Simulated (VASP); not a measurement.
Crystal: AlAs2.

```
CELL_PARAMETERS angstrom
3.91542 0.00000 0.00000
0.00000 3.91542 0.00000
0.00000 0.00000 4.11548
ATOMIC_POSITIONS crystal
Al 0.00000 0.00000 0.00000
As 0.50000 0.00000 0.42050
As 0.00000 0.50000 0.57950
```

```yaml
Program: VASP 6.6.1
Task: relaxation of cell and atoms
Functional: PBE
Potentials_or_basis: VASP PAW PBE potentials, release 64 (Al, As)
Cutoff: 600 eV
k_mesh: 12 × 12 × 12
Occupations: gaussian, width 0.1 eV
Spin: no spin polarisation
```

At the start: pressure 0.6 GPa; volume 21.03 Å³/atom.

**Question.** Where does the relaxation end?

**Answer.** Over 10 steps the energy falls by 13.8 meV/atom and the volume is 20.93 Å³/atom (-0.5 %); space group P-4m2 (No. 115, to 0.05 Å).

The path:
```
step  energy change (eV)  largest force (eV/Å)  pressure (GPa)  volume (Å³)
   1              0.0000                0.1301            0.60        63.09
   2             -0.0225                0.1566           -0.49        63.80
   3             -0.0272                0.1586           -1.15        64.26
   4             -0.0354                0.1607           -0.05        62.99
   5             -0.0355                0.1604            0.00        62.92
   6             -0.0388                0.1094            0.16        62.73
   7             -0.0404                0.0420            0.39        62.49
   8             -0.0410                0.0062           -0.31        63.05
   9             -0.0412                0.0090           -0.09        62.87
  10             -0.0413                0.0073           -0.03        62.79
```

Final structure:
```yaml
crystal:
  lattice:
    - [3.98031, 0.00000, 0.00000]
    - [0.00000, 3.98031, 0.00000]
    - [0.00000, 0.00000, 3.96318]
  atoms:
    - { symbol: Al, position: [0.00000, 0.00000, 0.00000] }
    - { symbol: As, position: [0.50000, 0.00000, 0.43431] }
    - { symbol: As, position: [0.00000, 0.50000, 0.56569] }
```
